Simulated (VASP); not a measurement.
Wanted: the native input for a VASP 6.6.1 run.

```
Task                   : single point
Functional             : LDA
Potentials or basis    : VASP PAW LDA potentials, release 64 (Fe)
Cutoff                 : 520 eV
k mesh                 : 13 × 13 × 13
Occupations            : fermi-dirac, width 0.05 eV
Spin                   : collinear spin, ferromagnetic start
Starting moments       : [3.0] μB
Dipole correction      : no
Further INCAR settings : ALGO = Fast; EDIFF = 1e-06; NBANDS = 14
```

The structure of Fe lies in POSCAR:

```
Fe
1.0
    0.0000000000      1.9450277070      1.9450348571
    1.3753638006      0.0000000000      1.9450348571
    1.3753638006      1.9450277070      0.0000000000
Fe
1
Direct
    0.0000000000      0.0000000000      0.0000000000
```

The input as run:

INCAR

```
SYSTEM = Fe
PREC = Accurate
ENCUT = 520
EDIFF = 1E-6
ISMEAR = -1
SIGMA = 0.05
LREAL = .False.
LASPH = .True.
NELM = 150
ALGO = Fast
ISIF = 2
LWAVE = .False.
LCHARG = .False.
ISPIN = 2
MAGMOM = 3
LORBIT = 11
LMAXMIX = 4
GGA = CA
NBANDS = 14
```

KPOINTS

```
regular mesh
0
Gamma
  13 13 13
  0 0 0
```

Potentials or basis: VASP PAW LDA potentials, release 64 (Fe).

The run is started by

```sh
$ cat potpaw_LDA.64/Fe/POTCAR > POTCAR
$ mpirun -np 1 vasp_std > vasp.out
```

Results of the run:

```yaml
Pressure: -0.6 GPa
Band_gap_on_the_k_mesh: zero (filled and empty bands overlap)
Net_moment: 1.98 μB per cell
Site_moments: Fe +1.95 μB
Valence_electrons_inside_the_program's_atomic_spheres: Fe 7.47
```

Run time: 87 s on 1 thread of Intel Xeon 8259CL (shared host), peak memory 0.16 GiB.
